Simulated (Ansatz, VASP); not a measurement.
**AlAu in VASP and in Ansatz**

```
Al Au
1.0
     1.51516    0.87478    8.39247
    -1.51516    0.87478    8.39247
     0.00000   -1.74956    8.39247
Al Au
2 2
Direct
  0.37643 0.37643 0.37643
  0.62357 0.62357 0.62357
  0.87996 0.87996 0.87996
  0.12004 0.12004 0.12004
```

Alike in both runs: functional PBEsol; k mesh 18 × 18 × 18; occupations gaussian, width 0.1 eV; no spin polarisation.

Ansatz relaxed the structure, and its values are those at the end. VASP's run is a single point on that final structure, the one shown.

|  | VASP | Ansatz |
| --- | --- | --- |
| version | VASP 6.6.1 | Ansatz 0.2.0 |
| potentials or method | VASP PAW PBE potentials, release 64 (Al, Au), cutoff 520 eV | scalar-relativistic, plane waves, PAW |
| valence electrons in the cell | 28 | 44 |

Ansatz gave:

* gap on the k mesh at the Fermi level (eV): none
* pressure (GPa): 0.0
* rms of the force components (eV/Å): 0.001

**Question.** Which values does VASP return?

**Answer.** gap on the k mesh at the Fermi level (eV): none; pressure (GPa): -0.1; rms of the force components (eV/Å): 0.005.

VASP's potentials were made for PBE, not for PBEsol. A gap of «none» marks a metal or a gap that the smearing closes. With one functional, cell and mesh, what is left measures potentials, basis and numerics. VASP's potentials hold 28 valence electrons a cell and Ansatz's 44, so a difference there can come from the potentials and not from the codes.

Spin-orbit coupling is off throughout.
